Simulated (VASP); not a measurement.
Sn, 2 atoms in the cell. It takes space group R-3m (No. 166, trigonal). Conventional cell: a = 4.613 Å, b = 4.613 Å, c = 11.131 Å, α = 90.00°, β = 90.00°, γ = 120.00°. Sn (site symmetry 3m) has 4 Sn at 2.78 to 2.82 Å within 3.7 Å.  This cell differs from its parent crystal: equal xy, yz and zx shear strains of -1 %.

```yaml
Program: VASP 6.6.1
Task: single point
Functional: LDA
Potentials_or_basis: VASP PAW LDA potentials, release 64 (Sn_d)
Cutoff: 520 eV
k_mesh: 9 × 9 × 9
Occupations: fermi-dirac, width 0.03 eV
Spin: no spin polarisation
Dipole_correction: no
Further_INCAR_settings: ALGO = Normal; EDIFF = 1e-06; NBANDS = 21
```

Potentials or basis: VASP PAW LDA potentials, release 64 (Sn_d).

Launch:

```sh
$ cat potpaw_LDA.64/Sn_d/POTCAR > POTCAR
$ mpirun -np 1 vasp_std > vasp.out
```

Hardware: 1 thread of Intel(R) Xeon(R) Platinum 8488C (Sapphire Rapids), with other jobs on the host.

Estimate the wall time of this run.

It took 62 s on 1 thread of Intel(R) Xeon(R) Platinum 8488C (Sapphire Rapids), with other jobs on the host, peak memory 0.23 GiB. Counts: scf iterations 11, k points 85.
